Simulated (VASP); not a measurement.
# AlN (F-43m) in VASP: a series of runs

The runs below take AlN through single point, with PBEsol.

Program: VASP 6.6.1. These are calculated values, not measurements. Logs are shortened: lines on timing, memory, paths and dates and some standing lists are left out, and cuts for length are marked.

## 1. The cell of the first run

The structure is cubic, space group F-43m (No. 216). Conventional cell: a = 4.283 Å, b = 4.283 Å, c = 4.283 Å, α = 90.00°, β = 90.00°, γ = 90.00°. Al (site symmetry -43m) has 4 N at 1.85 Å within 2.5 Å. N (site symmetry -43m) has 4 Al at 1.85 Å within 2.5 Å.

## 2. Single point, PBEsol

INCAR reads:

```
SYSTEM = AlN
PREC = Accurate ; ENCUT = 520
EDIFF = 1E-7 ; ISMEAR = 0
SIGMA = 0.01 ; LREAL = .FALSE.
LASPH = .TRUE. ; NELM = 60
ALGO = Normal ; ISIF = 2
LWAVE = .FALSE. ; LCHARG = .FALSE.
GGA = PS ; NBANDS = 11
```

KPOINTS reads:

```
Automatic mesh
0
G
  10 10 10
  0 0 0
```

POSCAR reads:

```
AlN
1.0
    2.1412842644      2.1412842644      0.0000000000
   -2.1412842644      2.1412842644      0.0000000000
    0.0000000000      2.1412842644      2.1412842644
Al N
1 1
Direct
    0.0000000000      0.0000000000      0.0000000000
    0.2500000000      0.7500000000      0.5000000000
```

Potentials or basis: VASP PAW PBE potentials, release 64 (Al, N).

Launch:

```sh
$ cat potpaw_PBE.64/Al/POTCAR potpaw_PBE.64/N/POTCAR > POTCAR
$ mpirun -np 1 vasp_std > vasp.out
```

OUTCAR:

```text
SYSTEM = AlN
   PREC = Accurate
   ENCUT = 520
   EDIFF = 1E-7
   ISMEAR = 0
   LREAL = .FALSE.
   LASPH = .TRUE.
   NELM = 60
   ISIF = 2
   GGA = PS

 ion  position               nearest neighbor table
   1  0.000  0.000  0.000-   2 1.85   2 1.85   2 1.85   2 1.85
   2  0.250  0.750  0.500-   1 1.85   1 1.85   1 1.85   1 1.85

  LATTYP: Found a face centered cubic cell.
 ALAT       =     4.2825685288

  Lattice vectors:

 A1 = (   0.0000000000,   2.1412842644,   2.1412842644)
 A2 = (   2.1412842644,   0.0000000000,   2.1412842644)
 A3 = (   2.1412842644,   2.1412842644,   0.0000000000)

Analysis of symmetry for initial positions (statically):
=====================================================================
 Subroutine PRICEL returns:
 Original cell was already a primitive cell.

 Routine SETGRP: Setting up the symmetry group for a
 face centered cubic supercell.

 Subroutine GETGRP returns: Found 24 space group operations
 (whereof 24 operations were pure point group operations)
 out of a pool of 48 trial point group operations.

The static configuration has the point symmetry T_d .

Analysis of symmetry for dynamics (positions and initial velocities):
=====================================================================
 Subroutine PRICEL returns:
 Original cell was already a primitive cell.

 Routine SETGRP: Setting up the symmetry group for a
 face centered cubic supercell.

 Subroutine GETGRP returns: Found 24 space group operations
 (whereof 24 operations were pure point group operations)
 out of a pool of 48 trial point group operations.

The dynamic configuration has the point symmetry T_d .

 Subroutine INISYM returns: Found 24 space group operations
 (whereof 24 operations are pure point group operations),
 and found     1 'primitive' translations

----------------------------------------------------------------------------------------

                                     Primitive cell

  volume of cell :      19.6360

  direct lattice vectors                    reciprocal lattice vectors
     2.141284264  2.141284264  0.000000000     0.233504728  0.233504728 -0.233504728
    -2.141284264  2.141284264  0.000000000    -0.233504728  0.233504728 -0.233504728
     0.000000000  2.141284264  2.141284264     0.000000000  0.000000000  0.467009456

  length of vectors
     3.028233248  3.028233248  3.028233248     0.404442053  0.404442053  0.467009456

  position of ions in fractional coordinates (direct lattice)
     0.000000000  0.000000000  0.000000000
     0.250000000  0.750000000  0.500000000

  ion indices of the primitive-cell ions
   primitive index   ion index
                 1           1
                 2           2

----------------------------------------------------------------------------------------

 KPOINTS: Automatic mesh

Automatic generation of k-mesh.
 Grid dimensions read from file:
 generate k-points for:   10   10   10

 Generating k-lattice:

  Cartesian coordinates                     Fractional coordinates (reciprocal lattice)
     0.023350473  0.023350473 -0.023350473     0.100000000  0.000000000  0.000000000
    -0.023350473  0.023350473 -0.023350473     0.000000000  0.100000000  0.000000000
     0.000000000  0.000000000  0.046700946     0.000000000  0.000000000  0.100000000

  Length of vectors
     0.040444205  0.040444205  0.046700946

  Shift w.r.t. Gamma in fractional coordinates (k-lattice)
     0.000000000  0.000000000  0.000000000

 Subroutine IBZKPT returns following result:
 ===========================================

 Found     47 irreducible k-points:

 Following reciprocal coordinates:
            Coordinates               Weight
  0.000000  0.000000  0.000000      1.000000
  0.100000  0.000000  0.000000      8.000000
  0.200000  0.000000  0.000000      8.000000
  0.300000  0.000000  0.000000      8.000000
  0.400000  0.000000  0.000000      8.000000
  0.500000  0.000000  0.000000      4.000000
[... 16 lines left out ...]
  0.300000  0.300000  0.000000     12.000000
  0.400000  0.300000  0.000000     24.000000
 [... further k-points ...]
   k-points           NKPTS =     47   k-points in BZ     NKDIM =     47   number of bands    NBANDS=     11
   number of dos      NEDOS =    301   number of ions     NIONS =      2
   total plane-waves  NPLWV =  13824
   dimension x,y,z NGX =    24 NGY =   24 NGZ =   24
   dimension x,y,z NGXF=    48 NGYF=   48 NGZF=   48
   ions per type =               1   1
   NGX,Y,Z   is equivalent  to a cutoff of  13.18, 13.18, 13.18 a.u.
   NGXF,Y,Z  is equivalent  to a cutoff of  26.35, 26.35, 26.35 a.u.
 SYSTEM =  AlN
   PREC   = accura    normal or accurate (medium, high low for compatibility)
   ISTART =      0    job   : 0-new  1-cont  2-samecut
   ICHARG =      2    charge: 1-file 2-atom 10-const
   ISPIN  =      1    spin polarized calculation?
   LNONCOLLINEAR =      F non collinear calculations
   LSORBIT =      F    spin-orbit coupling
   LASPH  =      T    aspherical Exc in radial PAW
   ENCUT  =  520.0 eV  38.22 Ry    6.18 a.u.   5.63  5.63  5.63*2*pi/ulx,y,z
   NELM   =     60;   NELMIN=  2; NELMDL= -5     # of ELM steps
   EDIFF  = 0.1E-06   stopping-criterion for ELM
   LREAL  =      F    real-space projection
   EDIFFG = 0.1E-05   stopping-criterion for IOM
   NSW    =      0    number of steps for IOM
   IBRION =     -1    ionic relax: 0-MD 1-quasi-New 2-CG
   NFREE  =      0    steps in history (QN), initial steepest desc. (CG)
   ISIF   =      2    stress and relaxation
   ISYM   =      2    0-nonsym 1-usesym 2-fastsym
   POTIM  = 0.5000    time-step for ionic-motion
   TEBEG  =    0.0;   TEEND  =   0.0 temperature during run
   PSTRESS=    0.0 pullay stress
   NELECT =       8.0000    total number of electrons
   NUPDOWN=      -1.0000    fix difference up-down
   EMIN   =  10.00;   EMAX   =-10.00  energy-range for DOS
   EFERMI =   0.00;   METHOD = LEGACY
   ISMEAR =     0;   SIGMA  =   0.01  broadening in eV -4-tet -1-fermi 0-gaus
   EFERMI_NEDOS =   21; number of points for ismear=-14 and -15
   IALGO  =     38    algorithm
   IMIX   =      4    mixing-type and parameters
     AMIX     =   0.40;   BMIX     =  1.00
     AMIX_MAG =   1.60;   BMIX_MAG =  1.00
  volume/ion in A,a.u.               =       9.82        66.26
  Fermi-wavevector in a.u.,A,eV,Ry     =   1.213632  2.293433 20.040071  1.472904
  Thomas-Fermi vector in A             =   2.349078
   LORBIT       =      0    0 simple, 1 ext, 2 COOP (PROOUT), +10 PAW based schemes
   GGA     = PS    functional components
   LHFCALC =     F    Hartree Fock is set to
   AEXX    =    0.0000 exact exchange contribution
   IVDW    =     0    specifies the selected vdW correction
   LEPSILON=     F    determine dielectric tensor
   LRPA    =     F    only Hartree local field effects (RPA)
 non-spin polarized calculation
 Gauss-broadening in eV      SIGMA  =   0.01
  energy-cutoff  :      520.00
  volume of cell :       19.64
 maximum number of plane-waves:       544
   NGX = 11   NGY = 11   NGZ = 11

 number of electron       7.9999998 magnetization

 Free energy of the ion-electron system (eV)
  ---------------------------------------------------
  ext. energy  EPLUGINS =         0.00000000
  ---------------------------------------------------
  free energy    TOTEN  =       -15.55093742 eV

  energy without entropy =      -15.55093742  energy(sigma->0) =      -15.55093742

 E-fermi :   6.5245     XC(G=0): -11.3911

 val. band max:        6.4512946151   @ k =   0.0000   0.0000   0.0000
 cond. band min:       9.6632791182   @ k =   0.5000   0.5000   0.0000
 fundamental gap:      3.2119845031
 Fermi energy:         6.5245499458

 k-point     1 :       0.0000    0.0000    0.0000
  band No.  band energies     occupation
      1      -8.8607      2.00000
      2       6.4513      2.00000
      3       6.4513      2.00000
      4       6.4513      2.00000
      5      11.1166      0.00000
      6      19.5123      0.00000
      7      19.5123      0.00000
      8      19.5123      0.00000
      9      24.5158      0.00000
     10      24.5158      0.00000
     11      25.9901      0.00000

 k-point     2 :       0.1000    0.0000    0.0000
  band No.  band energies     occupation
      1      -8.7021      2.00000
      2       5.6293      2.00000
      3       6.3989      2.00000
      4       6.3989      2.00000
      5      11.7646      0.00000
      6      19.1174      0.00000
      7      19.6535      0.00000
      8      19.6535      0.00000
      9      23.1960      0.00000
     10      23.1960      0.00000
     11      25.1553      0.00000

 k-point     3 :       0.2000    0.0000    0.0000
  band No.  band energies     occupation
      1      -8.2489      2.00000
      2       3.9623      2.00000
      3       6.2682      2.00000
      4       6.2682      2.00000
      5      12.8804      0.00000
      6      18.2906      0.00000
      7      19.5210      0.00000
      8      19.5210      0.00000
      9      22.6950      0.00000
     10      22.6950      0.00000
     11      24.3081      0.00000

 k-point     4 :       0.3000    0.0000    0.0000
  band No.  band energies     occupation
      1      -7.5841      2.00000
      2       2.2217      2.00000
      3       6.1183      2.00000
      4       6.1183      2.00000
      5      13.7127      0.00000
      6      17.4764      0.00000
      7      18.7471      0.00000
      8      18.7471      0.00000
      9      23.8821      0.00000
     10      23.8821      0.00000
     11      24.2087      0.00000
[... 239 lines left out ...]
 k-point    22 :      -0.2000    0.2000    0.0000
  band No.  band energies     occupation
      1      -8.0480      2.00000
      2       4.2142      2.00000
      3       5.7195      2.00000
      4       5.7195      2.00000
      5      12.9083      0.00000
      6      17.7113      0.00000
      7      18.5820      0.00000
      8      20.5658      0.00000
      9      20.5658      0.00000
     10      25.7728      0.00000
     11      28.5087      0.00000

 k-point    23 :       0.3000    0.3000    0.0000
  band No.  band energies     occupation
      1      -6.2571      2.00000
      2       1.7463      2.00000
      3       3.0414      2.00000
      4       5.5608      2.00000
      5      13.3270      0.00000
      6      16.6887      0.00000
      7      19.2461      0.00000
      8      19.7505      0.00000
      9      24.3662      0.00000
     10      24.3748      0.00000
     11      30.5400      0.00000

 k-point    24 :       0.4000    0.3000    0.0000
  band No.  band energies     occupation
      1      -6.0219      2.00000
      2       1.6754      2.00000
      3       2.9559      2.00000
      4       5.2194      2.00000
      5      12.2868      0.00000
      6      16.9499      0.00000
      7      19.7798      0.00000
      8      20.4230      0.00000
      9      22.8505      0.00000
     10      26.3005      0.00000
     11      31.4492      0.00000

 [... further k-points ...]

------------------------ aborting loop because EDIFF is reached ----------------------------------------

  FORCE on cell =-STRESS in cart. coord.  units (eV):
  Direction    XX          YY          ZZ          XY          YZ          ZX
  --------------------------------------------------------------------------------------
  -------------------------------------------------------------------------------------
  Total        1.8504556      1.8504556      1.8504556      0.0000000      0.0000000      0.0000000
  in kB      150.9858592    150.9858592    150.9858592      0.0000000      0.0000000      0.0000000
  external PRESSURE =     150.9858592 kB  Pullay stress =       0.0000000 kB

 VOLUME and BASIS-vectors are now :
 -----------------------------------------------------------------------------
  energy-cutoff  :      520.00
  volume of cell :       19.64
      direct lattice vectors                 reciprocal lattice vectors
     2.141284264  2.141284264  0.000000000     0.233504728  0.233504728 -0.233504728
    -2.141284264  2.141284264  0.000000000    -0.233504728  0.233504728 -0.233504728
     0.000000000  2.141284264  2.141284264     0.000000000  0.000000000  0.467009456

 POSITION                                       TOTAL-FORCE (eV/Angst)
 -----------------------------------------------------------------------------------
      0.00000      0.00000      0.00000        -0.000000     -0.000000      0.000000
     -1.07064      3.21193      1.07064         0.000000      0.000000      0.000000
 -----------------------------------------------------------------------------------
    total drift:                               -0.000000      0.000000      0.000000

  FREE ENERGIE OF THE ION-ELECTRON SYSTEM (eV)
  ---------------------------------------------------
  free  energy   TOTEN  =       -15.5509374165 eV

  energy  without entropy=      -15.5509374165  energy(sigma->0) =      -15.55093742
```

Wall time 7 s (1 thread of AMD EPYC 9R14 (Zen 4), shared host); peak memory 0.1 GiB.

What came out:

```
Free energy            : -15.5509 eV
Pressure               : 15.1 GPa
Band gap on the k mesh : 3.21 eV, indirect (least direct gap 4.67 eV)
```

Levels at points of the mesh, in eV from the valence-band top:
```
           k point  band 1  band 2  band 3  band 4  band 5  band 6  band 7  band 8  band 9
(0.00, 0.00, 0.00)  -15.31    0.00    0.00    0.00    4.67   13.06   13.06   13.06   18.06
(0.50, 0.00, 0.00)  -13.04   -6.17   -0.49   -0.49    7.83   10.17   11.41   11.41   18.64
(0.50, 0.50, 0.00)  -12.34   -5.13   -1.85   -1.85    3.21    8.84   14.70   16.37   16.37
```

Caveat: the PAW data sets were made with another functional, which shifts forces and pressure a little.

## 3. Single point, PBEsol

This run uses another cell than the first one, of 10.59 Å³/atom, 1.079 times its volume.

INCAR reads:

```
ALGO = Normal
EDIFF = 1E-6
ENCUT = 520
GGA = PS
ISIF = 2
ISMEAR = 0
LASPH = True
LCHARG = False
LREAL = False
LWAVE = False
NBANDS = 11
NELM = 80
PREC = Accurate
SIGMA = 0.01
```

KPOINTS reads:

```
k-points
0
Gamma
  10 10 10
```

POSCAR reads:

```
AlN
1.0
    2.1962712287      2.1962712287      0.0000000000
   -2.1962712287      2.1962712287      0.0000000000
    0.0000000000      2.1962712287      2.1962712287
Al N
1 1
Direct
    0.0000000000      0.0000000000      0.0000000000
    0.2500000000      0.7500000000      0.5000000000
```

Potentials or basis: VASP PAW PBE potentials, release 64 (Al, N).

Launch:

```sh
$ cat potpaw_PBE.64/Al/POTCAR potpaw_PBE.64/N/POTCAR > POTCAR
$ mpirun -np 1 vasp_std > vasp.out
```

Run time: 7 s. Hardware: 1 thread of AMD EPYC 9R14 (Zen 4), shared host; peak memory 0.11 GiB.

The run converged. Its results:

```
Free energy            : -15.6101 eV
Pressure               : -2.0 GPa
Band gap on the k mesh : 3.18 eV, indirect (least direct gap 3.99 eV)
```

Levels at points of the mesh, in eV from the valence-band top:
| k point | band 2 | band 3 | band 4 | band 5 | band 6 | band 7 |
| --- | --- | --- | --- | --- | --- | --- |
| (0.00, 0.00, 0.00) | 0.00 | 0.00 | 0.00 | 3.99 | 12.30 | 12.30 |
| (0.50, 0.00, 0.00) | -5.84 | -0.48 | -0.48 | 7.14 | 9.65 | 10.93 |
| (0.50, 0.50, 0.00) | -4.89 | -1.77 | -1.77 | 3.18 | 8.38 | 13.65 |

Caveat: the PAW data sets were made with another functional, which shifts forces and pressure a little. A k mesh can miss the band edges.

## 4. Single point, PBEsol

This run uses another cell than the first one, of 10.39 Å³/atom, 1.058 times its volume.

INCAR reads:

```
SYSTEM = AlN
ALGO = Normal
EDIFF = 1E-7
ENCUT = 520
GGA = PS
ISIF = 2
ISMEAR = 0
LASPH = .True.
LCHARG = .True.
LELF = .True.
LREAL = .False.
LVHAR = .True.
LWAVE = .False.
NBANDS = 11
NELM = 100
PREC = Accurate
SIGMA = 0.01
```

KPOINTS reads:

```
k-points
0
Gamma
  10 10 10
  0 0 0
```

POSCAR reads:

```
AlN
1.0
    2.1818516958      2.1818516958      0.0000000000
   -2.1818516958      2.1818516958      0.0000000000
    0.0000000000      2.1818516958      2.1818516958
Al N
1 1
Direct
    0.0000000000      0.0000000000      0.0000000000
    0.2500000000      0.7500000000      0.5000000000
```

Launch:

```sh
$ cat potpaw_PBE.64/Al/POTCAR potpaw_PBE.64/N/POTCAR > POTCAR
$ mpirun -np 1 vasp_std > vasp.out
```

Run time: 7.5 s. Hardware: 1 thread of AMD EPYC 9R14 (Zen 4), shared host; peak memory 0.1 GiB.

Results (log left out):

```yaml
Free_energy: -15.6101 eV
Pressure: 1.9 GPa
Band_gap_on_the_k_mesh: 3.19 eV, indirect (least direct gap 4.16 eV)
```

Levels at points of the mesh, in eV from the valence-band top:
| k point | band 2 | band 3 | band 4 | band 5 | band 6 | band 7 |
| --- | --- | --- | --- | --- | --- | --- |
| (0.00, 0.00, 0.00) | 0.00 | 0.00 | 0.00 | 4.16 | 12.50 | 12.50 |
| (0.50, 0.00, 0.00) | -5.93 | -0.48 | -0.48 | 7.31 | 9.79 | 11.05 |
| (0.50, 0.50, 0.00) | -4.96 | -1.79 | -1.79 | 3.19 | 8.50 | 13.91 |

Caveat: the PAW data sets were made with another functional, which shifts forces and pressure a little.

## 5. Overview

```tsv
cell	gap on the mesh (eV)	pressure (GPa)
a = 3.028 Å, angles 60.0, 60.0, 90.0°, 2 atoms	3.21	15.1
a = 3.106 Å, angles 60.0, 60.0, 90.0°, 2 atoms	3.18	-2.0
a = 3.086 Å, angles 60.0, 60.0, 90.0°, 2 atoms	3.19	1.9
```

Alike in all rows: task single point; level PBEsol; potentials or basis VASP PAW PBE potentials, release 64 (Al, N); no spin polarisation; k mesh 10 × 10 × 10; cutoff (eV) 520; smearing gaussian 0.01 eV.

Caveats: the PAW data sets were made with another functional, which shifts forces and pressure a little.

Absolute energies hang on the potentials; compare differences alone.
